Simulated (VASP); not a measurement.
# BN (P6_3mc) in VASP: a series of runs, part 2 of 2

VASP 6.6.1. The steps go on from the part before.

### Step 3. Single point, LDA

This run uses another cell than the first one, of 5.82 Å³/atom, 1.005 times its volume.

Contents of INCAR:

```
ALGO = Normal
EDIFF = 1E-6
ENCUT = 520
ISIF = 2
ISMEAR = -1
LASPH = True
LCHARG = False
LREAL = False
LWAVE = False
NBANDS = 16
NELM = 80
PREC = Accurate
SIGMA = 0.05
```

Contents of KPOINTS:

```
k-points
0
Gamma
  12 12 6
```

Contents of POSCAR:

```
BN
1.0
    2.5360000000      0.0000000000      0.0000000000
   -1.2680000000      2.1962400000      0.0000000000
    0.0000000000      0.0000000000      4.1780050000
B N
2 2
Direct
    0.6666666667      0.3333333333      0.0000000000
    0.3333333333      0.6666666667      0.5000000000
    0.6666666667      0.3333333333      0.3750000000
    0.3333333333      0.6666666667      0.8750000000
```

Potentials or basis: VASP PAW LDA potentials, release 64 (B, N).

The run is started by

```console
$ cat potpaw_LDA.64/B/POTCAR potpaw_LDA.64/N/POTCAR > POTCAR
$ mpirun -np 1 vasp_std > vasp.out
```

OUTCAR:

```text
EDIFF = 1E-6
   ENCUT = 520
   ISIF = 2
   ISMEAR = -1
   LASPH = True
   LREAL = False
   NELM = 80
   PREC = Accurate

 ion  position               nearest neighbor table
   1  0.667  0.333  0.000-   4 1.55   4 1.55   4 1.55   3 1.57
   2  0.333  0.667  0.500-   3 1.55   3 1.55   3 1.55   4 1.57
   3  0.667  0.333  0.375-   2 1.55   2 1.55   2 1.55   1 1.57
   4  0.333  0.667  0.875-   1 1.55   1 1.55   1 1.55   2 1.57

  LATTYP: Found a hexagonal cell.
 ALAT       =     2.5360000000
 C/A-ratio  =     1.6474783123

  Lattice vectors:

 A1 = (   2.5360000000,   0.0000000000,   0.0000000000)
 A2 = (  -1.2680000000,   2.1962400000,   0.0000000000)
 A3 = (   0.0000000000,   0.0000000000,   4.1780050000)

Analysis of symmetry for initial positions (statically):
=====================================================================
 Subroutine PRICEL returns:
 Original cell was already a primitive cell.

 Routine SETGRP: Setting up the symmetry group for a
 hexagonal supercell.

 Subroutine GETGRP returns: Found 12 space group operations
 (whereof  6 operations were pure point group operations)
 out of a pool of 24 trial point group operations.

The static configuration has the point symmetry C_3v.
[... 166 lines left out ...]

 E-fermi :   8.6953     XC(G=0): -13.1691

 val. band max:        7.7290594409   @ k =   0.0000   0.0000   0.0000
 cond. band min:      12.7056880387   @ k =   0.3333   0.3333   0.0000
 fundamental gap:      4.9766285978
 Fermi energy:         8.6952587094

 k-point     1 :       0.0000    0.0000    0.0000
  band No.  band energies     occupation
      1     -12.6817      2.00000
      2      -8.3551      2.00000
      3      -3.3373      2.00000
      4       5.5384      2.00000
      5       5.5384      2.00000
      6       7.4907      2.00000
[... 433 lines left out ...]
      3      -1.1984      2.00000
      4       0.2908      2.00000
      5       1.7538      2.00000
      6       3.3279      2.00000
[... 8 lines left out ...]
     15      23.7748      0.00000
     16      24.1268      0.00000

 [... further k-points ...]
[... 5 lines left out ...]
  --------------------------------------------------------------------------------------
  -------------------------------------------------------------------------------------
  Total       -0.6800620     -0.6800617     -0.0700129      0.0000000      0.0000000      0.0000000
  in kB      -46.8231980    -46.8231799     -4.8204861      0.0000000      0.0000000      0.0000000
  external PRESSURE =     -32.8222880 kB  Pullay stress =       0.0000000 kB

 VOLUME and BASIS-vectors are now :
 -----------------------------------------------------------------------------
  energy-cutoff  :      520.00
  volume of cell :       23.27
      direct lattice vectors                 reciprocal lattice vectors
     2.536000000  0.000000000  0.000000000     0.394321767  0.227661822  0.000000000
    -1.268000000  2.196240000  0.000000000     0.000000000  0.455323644  0.000000000
     0.000000000  0.000000000  4.178005000     0.000000000  0.000000000  0.239348684

 POSITION                                       TOTAL-FORCE (eV/Angst)
 -----------------------------------------------------------------------------------
      1.26800      0.73208      0.00000         0.000000      0.000000      0.046591
     -0.00000      1.46416      2.08900        -0.000000      0.000000      0.046591
      1.26800      0.73208      1.56675         0.000000      0.000000     -0.046591
     -0.00000      1.46416      3.65575        -0.000000     -0.000000     -0.046591
 -----------------------------------------------------------------------------------
    total drift:                                0.000000      0.000000     -0.000448

  FREE ENERGIE OF THE ION-ELECTRON SYSTEM (eV)
  ---------------------------------------------------
  free  energy   TOTEN  =       -38.7531095172 eV

  energy  without entropy=      -38.7531095172  energy(sigma->0) =      -38.75310952
```

OSZICAR:

```text
N       E                     dE             d eps       ncg     rms          rms(c)
DAV:   1     0.328998943305E+02    0.32900E+02   -0.82863E+03  2448   0.970E+02
DAV:   2    -0.389832749185E+02   -0.71883E+02   -0.67031E+02  3480   0.215E+02
DAV:   3    -0.410816461160E+02   -0.20984E+01   -0.20930E+01  2816   0.335E+01
DAV:   4    -0.410858630572E+02   -0.42169E-02   -0.42166E-02  2936   0.183E+00
DAV:   5    -0.410858742815E+02   -0.11224E-04   -0.11224E-04  2736   0.843E-02    0.933E+00
DAV:   6    -0.390375696950E+02    0.20483E+01   -0.25325E+00  2936   0.141E+01    0.428E+00
DAV:   7    -0.388184045832E+02    0.21917E+00   -0.27640E-01  3128   0.411E+00    0.259E+00
DAV:   8    -0.387547037770E+02    0.63701E-01   -0.81218E-02  2984   0.207E+00    0.260E-01
DAV:   9    -0.387531546913E+02    0.15491E-02   -0.26094E-03  2704   0.501E-01    0.143E-01
DAV:  10    -0.387531105858E+02    0.44105E-04   -0.15980E-04  3096   0.107E-01    0.167E-02
DAV:  11    -0.387531097995E+02    0.78626E-06   -0.13994E-05  2888   0.326E-02    0.117E-02
DAV:  12    -0.387531095172E+02    0.28228E-06   -0.14763E-06  1528   0.108E-02
   1 F= -.38753110E+02 E0= -.38753110E+02  d E =-.231849E-10
```

stdout:

```text
POSCAR found type information on POSCAR B N
 POSCAR found :  2 types and       4 ions
 scaLAPACK will be used
 LDA part: xc-table for (Slater(with rela. corr.)+CA(PZ))
 , standard interpolation
 POSCAR, INCAR and KPOINTS ok, starting setup
 FFT: planning ... GRIDC
 FFT: planning ... GRID_SOFT
 FFT: planning ... GRID
 WAVECAR not read
 entering main loop
```

It took 14 s on 1 thread of Intel Xeon Platinum 8488C (Sapphire Rapids), shared host; peak memory 0.13 GiB.

Results:

| Quantity | Value |
| --- | --- |
| Free energy | -38.7531 eV |
| Pressure | -3.3 GPa |
| Largest force | 0.047 eV/Å |
| Band gap on the k mesh | 4.98 eV, indirect (least direct gap 8.23 eV) |

Forces in eV/Å, atoms in the order of the input:
```
B    0.000  0.000  0.047
B    0.000  0.000  0.047
N    0.000  0.000 -0.047
N    0.000  0.000 -0.047
```

Levels at points of the mesh, in eV from the valence-band top:
```tsv
k point	band 5	band 6	band 7	band 8	band 9	band 10	band 11	band 12
(0.00, 0.00, 0.00)	-2.19	-0.24	0.00	0.00	8.28	8.28	8.69	9.72
(0.50, 0.00, 0.00)	-6.98	-5.10	-4.52	-2.14	6.64	7.90	10.56	11.56
(0.00, 0.00, 0.50)	-1.22	-1.22	-1.22	-1.22	9.55	9.55	9.86	9.86
(0.50, 0.00, 0.50)	-3.85	-3.85	-3.59	-3.59	6.56	6.56	10.09	10.09
```

A k mesh can miss the band edges.

### Step 4. Single point, LDA

This run uses another cell than the first one, of 5.85 Å³/atom, 1.010 times its volume.

Contents of INCAR:

```
SYSTEM = BN
ALGO = Normal
EDIFF = 1E-6
ENCUT = 520
GGA = CA
ISIF = 2
ISMEAR = -1
LASPH = .True.
LCHARG = .False.
LREAL = .False.
LWAVE = .False.
NBANDS = 16
NELM = 100
PREC = Accurate
SIGMA = 0.05
```

Contents of KPOINTS:

```
k-points
0
Gamma
  12 12 6
  0 0 0
```

POSCAR: that of step 3 with these lines changed.

```diff
@@ -4,3 +4,3 @@
    -1.2680000000      2.1962400000      0.0000000000
-    0.0000000000      0.0000000000      4.1780050000
+    0.0000000000      0.0000000000      4.1990000000
 B N
```

The run is started by

```console
$ cat potpaw_LDA.64/B/POTCAR potpaw_LDA.64/N/POTCAR > POTCAR
$ mpirun -np 1 vasp_std > vasp.out
```

It took 16 s on 1 thread of Intel Xeon Platinum 8488C (Sapphire Rapids), shared host; peak memory 0.13 GiB.

It converged, with:

* Free energy: -38.7510 eV
* Pressure: -5.2 GPa
* Largest force: 0.050 eV/Å
* Band gap on the k mesh: 4.97 eV, indirect (least direct gap 8.22 eV)

Forces on the atoms (eV/Å):
```
B    0.000  0.000  0.050
B    0.000  0.000  0.050
N    0.000  0.000 -0.050
N    0.000  0.000 -0.050
```

Stress tensor (GPa, compression positive):
```
-4.97  0.00  0.00
 0.00 -4.97  0.00
 0.00  0.00 -5.79
```

Levels at points of the mesh, in eV from the valence-band top:
```csv
k point,band 6,band 7,band 8,band 9,band 10,band 11
"(0.00, 0.00, 0.00)",-0.25,0.00,0.00,8.30,8.30,8.51
"(0.50, 0.00, 0.00)",-5.05,-4.49,-2.15,6.67,7.85,10.57
"(0.00, 0.00, 0.50)",-1.19,-1.19,-1.19,9.57,9.57,9.87
"(0.50, 0.00, 0.50)",-3.82,-3.60,-3.60,6.53,6.53,10.03
```

A k mesh can miss the band edges. LDA gaps usually lie below the measured ones, often by a third to a half.

### Step 5. Single point, LDA

This run uses another cell than the first one, of 5.88 Å³/atom, 1.015 times its volume.

Contents of INCAR:

```
SYSTEM = BN
PREC = Accurate
ENCUT = 520
EDIFF = 1E-6
ISMEAR = -1
SIGMA = 0.05
LREAL = .False.
LASPH = .True.
NELM = 80
ALGO = Normal
ISIF = 2
LWAVE = .False.
LCHARG = .False.
GGA = CA
NBANDS = 16
```

Contents of KPOINTS:

```
regular mesh
0
Gamma
  12 12 6
  0 0 0
```

POSCAR: that of step 4 with these lines changed.

```diff
@@ -4,3 +4,3 @@
    -1.2680000000      2.1962400000      0.0000000000
-    0.0000000000      0.0000000000      4.1990000000
+    0.0000000000      0.0000000000      4.2199950000
 B N
```

The run is started by

```console
$ cat potpaw_LDA.64/B/POTCAR potpaw_LDA.64/N/POTCAR > POTCAR
$ mpirun -np 1 vasp_std > vasp.out
```

It took 13 s on 1 thread of Intel Xeon Platinum 8488C (Sapphire Rapids), shared host; peak memory 0.13 GiB.

The run converged. Its results:

```
Free energy            : -38.7451 eV
Pressure               : -7.1 GPa
Largest force          : 0.049 eV/Å
Band gap on the k mesh : 4.96 eV, indirect (least direct gap 8.20 eV)
```

Forces on the atoms (eV/Å):
```
B    0.000  0.000  0.049
B    0.000  0.000  0.049
N    0.000  0.000 -0.049
N    0.000  0.000 -0.049
```

Stress tensor (GPa, compression positive):
```
 -5.25   0.00   0.00
  0.00  -5.25   0.00
  0.00   0.00 -10.91
```

Levels at points of the mesh, in eV from the valence-band top:
```
           k point  band 5  band 6  band 7  band 8  band 9  band 10  band 11  band 12
(0.00, 0.00, 0.00)   -2.09   -0.27    0.00    0.00    8.32     8.33     8.33     9.79
(0.50, 0.00, 0.00)   -6.91   -5.00   -4.45   -2.16    6.70     7.80    10.58    11.51
(0.00, 0.00, 0.50)   -1.16   -1.16   -1.16   -1.16    9.59     9.59     9.87     9.87
(0.50, 0.00, 0.50)   -3.79   -3.79   -3.60   -3.60    6.49     6.49     9.97     9.97
```

### Step 6. Single point, LDA

This run uses another cell than the first one, of 5.91 Å³/atom, 1.020 times its volume.

INCAR: that of step 5 with these lines changed.

```diff
@@ -8,3 +8,3 @@
 LASPH = .True.
-NELM = 80
+NELM = 60
 ALGO = Normal
@@ -13,3 +13,2 @@
 LCHARG = .False.
-GGA = CA
 NBANDS = 16
```

Contents of KPOINTS:

```
Automatic mesh
0
Gamma
  12 12 6
  0 0 0
```

POSCAR: that of step 5 with these lines changed.

```diff
@@ -4,3 +4,3 @@
    -1.2680000000      2.1962400000      0.0000000000
-    0.0000000000      0.0000000000      4.2199950000
+    0.0000000000      0.0000000000      4.2409900000
 B N
```

Potentials or basis: VASP PAW LDA potentials, release 64 (B, N).

The run is started by

```console
$ cat potpaw_LDA.64/B/POTCAR potpaw_LDA.64/N/POTCAR > POTCAR
$ mpirun -np 1 vasp_std > vasp.out
```

Wall time 14 s (1 thread of Intel Xeon Platinum 8488C (Sapphire Rapids), shared host); peak memory 0.13 GiB.

Results (log left out):

* Free energy: -38.7355 eV
* Pressure: -9.0 GPa
* Largest force: 0.043 eV/Å
* Band gap on the k mesh: 4.95 eV, indirect (least direct gap 8.13 eV)

Forces in eV/Å, atoms in the order of the input:
```
B    0.000  0.000  0.043
B    0.000  0.000  0.043
N    0.000  0.000 -0.043
N    0.000  0.000 -0.043
```

Stress tensor (GPa, compression positive):
```
 -5.52   0.00   0.00
  0.00  -5.52   0.00
  0.00   0.00 -15.84
```

Levels at points of the mesh, in eV from the valence-band top:
```csv
k point,band 6,band 7,band 8,band 9,band 10,band 11
"(0.00, 0.00, 0.00)",-0.29,0.00,0.00,8.13,8.35,8.35
"(0.50, 0.00, 0.00)",-4.95,-4.42,-2.17,6.73,7.75,10.58
"(0.00, 0.00, 0.50)",-1.13,-1.13,-1.13,9.60,9.60,9.87
"(0.50, 0.00, 0.50)",-3.77,-3.61,-3.61,6.46,6.46,9.91
```

A k mesh can miss the band edges. Expect the measured gap to be larger: semilocal functionals such as LDA lack the derivative discontinuity.

### Step 7. Summary

```tsv
cell	gap on the mesh (eV)	pressure (GPa)	largest force (eV/Å)
a = 2.536, b = 2.536, c = 4.157 Å, angles 90.0, 90.0, 120.0°, 4 atoms	4.99	-1.2	0.04
a = 2.536, b = 2.536, c = 4.178 Å, angles 90.0, 90.0, 120.0°, 4 atoms	4.98	-3.3	0.05
a = 2.536, b = 2.536, c = 4.199 Å, angles 90.0, 90.0, 120.0°, 4 atoms	4.97	-5.2	0.05
a = 2.536, b = 2.536, c = 4.220 Å, angles 90.0, 90.0, 120.0°, 4 atoms	4.96	-7.1	0.05
a = 2.536, b = 2.536, c = 4.241 Å, angles 90.0, 90.0, 120.0°, 4 atoms	4.95	-9.0	0.04
```

Alike in all rows: task single point; level LDA; potentials or basis VASP PAW LDA potentials, release 64 (B, N); no spin polarisation; k mesh 12 × 12 × 6; cutoff (eV) 520; smearing fermi-dirac 0.05 eV.

Absolute energies hang on the potentials; compare differences alone.
